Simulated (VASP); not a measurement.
Input of a VASP 6.6.1 run:

File INCAR:

```
  ALGO = Normal
  EDIFF = 1E-6
  ENCUT = 520
  GGA = PS
  ISIF = 2
  ISMEAR = 0
  LASPH = True
  LCHARG = False
  LREAL = False
  LWAVE = False
  NBANDS = 24
  NELM = 60
  PREC = Accurate
  SIGMA = 0.15
```

Contents of KPOINTS:

```
k-points
0
Gamma
  18 18 12
```

File POSCAR:

```
TaN
1.0
    3.1359614755      0.0000000000      0.0000000000
   -1.5679807378      2.7158223031      0.0000000000
    0.0000000000      0.0000000000      4.6728893829
Ta N
2 2
Direct
    0.3333333333      0.6666666667      0.0000000000
    0.6666666667      0.3333333333      0.5000000000
    0.3333333333      0.6666666667      0.3850000000
    0.6666666667      0.3333333333      0.8850000000
```

Potentials or basis: VASP PAW PBE potentials, release 64 (Ta_pv, N).

Launch:

```console
$ cat potpaw_PBE.64/Ta_pv/POTCAR potpaw_PBE.64/N/POTCAR > POTCAR
$ mpirun -np 1 vasp_std > vasp.out
```

Question: Estimate the largest force.

Answer: 2.480 eV/Å.

Question: Estimate the pressure.

Answer: 127.6 GPa.

Question: Estimate the band gap on the k mesh.

Answer: Zero (bands 16 and 17 overlap by 2.77 eV).

Forces in eV/Å, atoms in the order of the input:
```
Ta   0.000  0.000 -2.480
Ta   0.000  0.000 -2.480
N    0.000  0.000  2.480
N    0.000  0.000  2.480
```

Caveat: the cell stands under pressure; the PAW data sets were made with another functional, which shifts forces and pressure a little; spin-orbit coupling is left out, which moves the levels of the heavy elements.
